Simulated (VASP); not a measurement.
Wanted: the native input for a VASP 6.6.1 run.

| Item | Value |
| --- | --- |
| Task | single point |
| Functional | PBEsol |
| Potentials or basis | VASP PAW PBE potentials, release 64 (Si, C) |
| Cutoff | 520 eV |
| k mesh | 10 × 10 × 3 |
| Occupations | fermi-dirac, width 0.05 eV |
| Spin | no spin polarisation |
| Dipole correction | no |
| Further INCAR settings | ALGO = Normal; EDIFF = 1e-07; NBANDS = 26 |

The structure of SiC lies in POSCAR:

```
SiC
1.0
    3.1360171929      0.0000000000      0.0000000000
   -1.5680085964      2.7158705557      0.0000000000
    0.0000000000      0.0000000000     10.2681602811
Si C
4 4
Direct
    0.0000000000      0.0000000000      0.1878943800
    0.0000000000      0.0000000000      0.6878943800
    0.3333333333      0.6666666667      0.4378419800
    0.6666666667      0.3333333333      0.9378419800
    0.0000000000      0.0000000000      0.0004600500
    0.0000000000      0.0000000000      0.5004600500
    0.3333333333      0.6666666667      0.2498025900
    0.6666666667      0.3333333333      0.7498025900
```

This cell differs from its parent crystal: volume scaled by 1.06.

The input as run:

INCAR

```
SYSTEM = SiC
PREC = Accurate ; ENCUT = 520
EDIFF = 1E-7 ; ISMEAR = -1
SIGMA = 0.05 ; LREAL = .False.
LASPH = .True. ; NELM = 100
ALGO = Normal ; ISIF = 2
LWAVE = .False. ; LCHARG = .False.
GGA = PS ; NBANDS = 26
```

KPOINTS

```
Automatic mesh
0
Gamma
  10 10 3
  0 0 0
```

Potentials or basis: VASP PAW PBE potentials, release 64 (Si, C).

The run is started by

```bash
$ cat potpaw_PBE.64/Si/POTCAR potpaw_PBE.64/C/POTCAR > POTCAR
$ mpirun -np 1 vasp_std > vasp.out
```

It gave:

```yaml
Pressure: -10.9 GPa
Largest_force: 0.013 eV/Å
Band_gap_on_the_k_mesh: 2.09 eV, indirect (least direct gap 3.20 eV)
```

Caveat: the PAW data sets were made with another functional, which shifts forces and pressure a little.

Run time: 23 s on 1 thread of Intel(R) Xeon(R) 6975P-C (Granite Rapids), on a shared host, peak memory 0.21 GiB.
